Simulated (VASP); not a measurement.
Crystal: NiGe.

```
CELL_PARAMETERS angstrom
0.00000 3.02977 3.02977
3.02977 0.00000 3.02977
3.02977 3.02977 0.00000
ATOMIC_POSITIONS crystal
Ni 0.50000 0.50000 0.50000
Ni 0.75000 0.75000 0.75000
Ge 0.00000 0.00000 0.00000
Ge 0.25000 0.25000 0.25000
```

| Quantity | Value |
| --- | --- |
| Program | VASP 6.6.1 |
| Task | relaxation of cell and atoms |
| Functional | r2SCAN |
| Potentials or basis | VASP PAW PBE potentials, release 64 (Ni, Ge_d) |
| Cutoff | 600 eV |
| k mesh | 6 × 6 × 6 |
| Occupations | gaussian, width 0.1 eV |
| Spin | no spin polarisation |

At the start: pressure -6.5 GPa; volume 13.91 Å³/atom.

**Question.** How do energy, volume and symmetry change on relaxing?

**Answer.** Over 3 steps the energy falls by 15.5 meV/atom and the volume is 13.18 Å³/atom (-5.2 %); space group Fd-3m (No. 227, to 0.05 Å).

The path:
| step | energy change (eV) | largest force (eV/Å) | pressure (GPa) | volume (Å³) |
| --- | --- | --- | --- | --- |
| 1 | 0.0000 | 0.0000 | -6.47 | 55.62 |
| 2 | -0.0430 | 0.0000 | 4.22 | 51.23 |
| 3 | -0.0620 | 0.0000 | 0.01 | 52.71 |

Final structure:
```
Ni Ge
1.0
     0.00000    2.97601    2.97601
     2.97601    0.00000    2.97601
     2.97601    2.97601    0.00000
Ni Ge
2 2
Direct
  0.50000 0.50000 0.50000
  0.75000 0.75000 0.75000
  0.00000 0.00000 0.00000
  0.25000 0.25000 0.25000
```

Caveat: the PAW data sets were made with another functional, which shifts forces and pressure a little.
